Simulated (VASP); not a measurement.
CdSe4:

```
Cd Se
1.0
     3.77874    0.00000    0.00000
     0.00000    7.60031    0.00000
     0.00000    0.00000    5.59131
Cd Se
1 4
Direct
  0.50000 0.00000 0.54483
  0.00000 0.86179 0.21415
  0.00000 0.13821 0.21415
  0.00000 0.27511 0.49816
  0.00000 0.72489 0.49816
```

The cell was generated, and may not be a known phase.

```yaml
Program: VASP 6.6.1
Task: relaxation of cell and atoms
Functional: PBE
Potentials_or_basis: VASP PAW PBE potentials, release 64 (Cd, Se)
Cutoff: 600 eV
k_mesh: 4 × 2 × 3
Occupations: gaussian, width 0.2 eV
Spin: no spin polarisation
```

At the start: pressure 28.2 GPa; volume 32.12 Å³/atom.

Task: How do energy, volume and symmetry change on relaxing?

Result: Over 33 steps the energy falls by 1538.1 meV/atom and the volume is 36.94 Å³/atom (+15.0 %); space group Pmm2 (No. 25, to 0.1 Å) before and after.

The path:
| step | energy change (eV) | largest force (eV/Å) | pressure (GPa) | volume (Å³) |
| --- | --- | --- | --- | --- |
| 1 | 0.0000 | 14.8963 | 28.23 | 160.58 |
| 2 | -0.8339 | 3.2692 | -4.45 | 323.55 |
| 3 | -1.3029 | 3.2414 | -4.83 | 306.85 |
| 4 | -1.8280 | 3.1419 | -5.21 | 290.81 |
| 5 | -4.8488 | 1.5451 | -5.24 | 220.25 |
| 6 | -6.0794 | 2.2670 | -1.48 | 189.09 |
| 7 | -6.0546 | 4.2212 | 3.35 | 174.51 |
| 8 | -6.1701 | 3.0168 | 0.08 | 183.08 |
| 9 | -6.1749 | 3.2303 | 0.60 | 181.45 |
| 10 | -6.6685 | 1.5880 | -2.25 | 186.42 |
| 11 | -6.6937 | 1.6350 | -2.56 | 187.35 |
| 12 | -7.1477 | 0.8596 | 0.38 | 175.62 |
| 13 | -7.1918 | 1.1998 | 2.07 | 170.93 |
| 14 | -7.4067 | 0.4529 | 1.59 | 171.00 |
| 15 | -7.4088 | 0.4493 | 1.55 | 170.99 |
| 16 | -7.4638 | 0.3502 | -0.14 | 177.92 |
| 17 | -7.4650 | 0.4253 | -0.42 | 179.23 |
| 18 | -7.4961 | 0.3056 | -0.12 | 180.78 |
| 19 | -7.4975 | 0.3439 | -0.04 | 181.15 |
| 20 | -7.5182 | 0.2692 | -0.05 | 181.71 |
| 21 | -7.5532 | 0.2130 | -0.05 | 183.34 |
| 22 | -7.5546 | 0.1936 | -0.05 | 183.77 |
| 23 | -7.5796 | 0.1811 | -0.08 | 184.07 |
| 24 | -7.6302 | 0.1635 | 0.02 | 184.76 |
| 25 | -7.5441 | 1.0962 | 1.42 | 185.06 |
| 26 | -7.6292 | 0.3646 | 0.43 | 184.95 |
| 27 | -7.6463 | 0.2431 | 0.13 | 185.79 |
| 28 | -7.6686 | 0.1375 | -0.60 | 188.10 |
| 29 | -7.6689 | 0.1645 | -0.68 | 188.38 |
| 30 | -7.6805 | 0.0822 | -0.45 | 187.20 |
| 31 | -7.6882 | 0.0691 | -0.08 | 185.38 |
| 32 | -7.6885 | 0.0982 | 0.01 | 184.98 |
| 33 | -7.6903 | 0.0491 | -0.05 | 184.71 |

Final structure:
```
CELL_PARAMETERS angstrom
4.13775 0.00000 0.00000
0.00000 8.24334 0.00000
0.00000 0.00000 5.41519
ATOMIC_POSITIONS crystal
Cd 0.50000 0.00000 0.65018
Se 0.00000 0.84536 0.11730
Se 0.00000 0.15464 0.11730
Se 0.00000 0.21942 0.54234
Se 0.00000 0.78058 0.54234
```

Caveat: the k points lie up to 0.39 Å⁻¹ apart in the final cell; the volume moved by over 15 % at a fixed basis, so the end points are rough; the relaxation stopped at a loose force limit of 0.08 eV/Å, so its end isn't a converged minimum.
